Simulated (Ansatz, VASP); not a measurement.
# Two plane-wave programs on CdHg3Se4

Contents of INCAR:

```
  PREC = Accurate
  ENCUT = 520
  EDIFF = 1E-6
  ISMEAR = 0
  SIGMA = 0.2
  LREAL = F
  LASPH = T
  NELM = 100
  ALGO = Normal
  ISIF = 2
  LWAVE = F
  LCHARG = F
  GGA = PE
  NBANDS = 46
```

The input KPOINTS:

```
regular mesh
0
Gamma
  4 4 4
```

Contents of POSCAR:

```
CdHg3Se4
1.0
    6.2437948000      0.0000000000      0.0000000000
    0.0000000000      6.2437948000      0.0000000000
   -3.1218974000     -3.1218974000      6.2454387000
Cd Hg Se
1 3 4
Direct
    0.0000000000      0.0000000000      0.0000000000
    0.2500000000      0.7500000000      0.5000000000
    0.5000000000      0.5000000000      0.0000000000
    0.7500000000      0.2500000000      0.5000000000
    0.3726950000      0.3726950000      0.2484830000
    0.6273050000      0.1242120000      0.7515170000
    0.8757880000      0.8757880000      0.2484830000
    0.1242120000      0.6273050000      0.7515170000
```

Input for Ansatz:

```yaml
crystal:
  lattice:
    - [6.2437948, 0.0, 0.0]
    - [0.0, 6.2437948, 0.0]
    - [-3.1218974, -3.1218974, 6.2454387]
  atoms:
    - { symbol: Cd, position: [0.0, 0.0, 0.0] }
    - { symbol: Hg, position: [0.25, 0.75, 0.5] }
    - { symbol: Hg, position: [0.5, 0.5, 0.0] }
    - { symbol: Hg, position: [0.75, 0.25, 0.5] }
    - { symbol: Se, position: [0.372695, 0.372695, 0.248483] }
    - { symbol: Se, position: [0.627305, 0.124212, 0.751517] }
    - { symbol: Se, position: [0.875788, 0.875788, 0.248483] }
    - { symbol: Se, position: [0.124212, 0.627305, 0.751517] }
basis:
  ecutwfc: 420
kpoints:
  mp_grid: { grid: [4, 4, 4] }
hamiltonian:
  xc: pbe
scf:
  occupations: { method: gaussian, width: 0.2 }
  lower_state_search: "off"
output:
  forces: true
  stress: true
  eigenvalues: true
```

Alike in both runs: task single point; functional PBE; k mesh 4 × 4 × 4; occupations gaussian, width 0.2 eV; no spin polarisation.

```csv
,VASP,Ansatz
version,VASP 6.6.1,Ansatz 0.2.0
potentials or method,"VASP PAW PBE potentials, release 64 (Cd, Hg, Se), cutoff 520 eV","scalar-relativistic, plane waves, PAW"
valence electrons in the cell,72,144
```

|  | VASP | Ansatz | Ansatz less VASP |
| --- | --- | --- | --- |
| gap on the k mesh at the Fermi level (eV) | none | none | - |
| pressure (GPa) | 0.2 | 0.0 | -0.21 |

A gap of «none» marks a metal or a gap that the smearing closes. VASP's potentials hold 72 valence electrons a cell and Ansatz's 144, so a difference there can come from the potentials and not from the codes.

Spin-orbit coupling is off throughout.
